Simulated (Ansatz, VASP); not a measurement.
**One calculation of ZnAu, two programs**

File INCAR:

```
SYSTEM = ZnAu
ALGO     = Normal         ! electronic algorithm
EDIFF    = 1E-8           ! SCF threshold, eV
ENCUT    = 520            ! plane-wave cutoff, eV
GGA      = PS             ! functional
ISIF     = 2              ! what is computed and relaxed
ISMEAR   = -1             ! smearing method
LASPH    = .TRUE.         ! aspherical terms in the spheres
LCHARG   = .FALSE.        ! write CHGCAR
LEFG     = .TRUE.       
LREAL    = .FALSE.        ! projectors in reciprocal space
LWAVE    = .FALSE.        ! write WAVECAR
NBANDS   = 18             ! bands
NELM     = 60             ! most SCF steps
PREC     = Accurate       ! precision mode
SIGMA    = 0.05           ! smearing width, eV
```

KPOINTS

```
k-points
0
G
  13 13 13
  0 0 0
```

File POSCAR:

```
ZnAu
1.0
    3.1364748378      0.0000000000      0.0000000000
    0.0000000000      3.1364748378      0.0000000000
    0.0000000000      0.0000000000      3.1364748378
Zn Au
1 1
Direct
    0.5000000000      0.5000000000      0.5000000000
    0.0000000000      0.0000000000      0.0000000000
```

Input for Ansatz:

```yaml
crystal:
  lattice:
    - [3.1364748378, 0.0, 0.0]
    - [0.0, 3.1364748378, 0.0]
    - [0.0, 0.0, 3.1364748378]
  atoms:
    - { symbol: Zn, position: [0.5, 0.5, 0.5] }
    - { symbol: Au, position: [0.0, 0.0, 0.0] }
kpoints:
  mp_grid: { grid: [13, 13, 13] }
scf:
  occupations: { method: fermi_dirac, width: 0.05 }
hamiltonian:
  xc: pbesol
  pseudopotentials: { kind: all_electron, datasets: crystal }
output:
  forces: true
  stress: true
  eigenvalues: true
  efg: { contact_densities: true }
```

Change from the starting cell: volume scaled by 0.99, crystal datasets.

Alike in both runs: task electric field gradients; functional PBEsol; k mesh 13 × 13 × 13; occupations fermi-dirac, width 0.05 eV; no spin polarisation.

|  | VASP | Ansatz |
| --- | --- | --- |
| version | VASP 6.6.1 | Ansatz 0.2.0 |
| potentials or method | VASP PAW PBE potentials, release 64 (Zn, Au), cutoff 520 eV | all-electron PAW with datasets made for the crystal, scalar-relativistic |

Ansatz gave:

```
pressure (GPa) : -1.1
```

Question: Which values does VASP return?

Answer: Pressure (GPa): -0.9.

VASP's potentials were made for PBE, not for PBEsol. Ansatz ran all-electron here, and VASP with PAW potentials.

Spin-orbit coupling is off throughout.
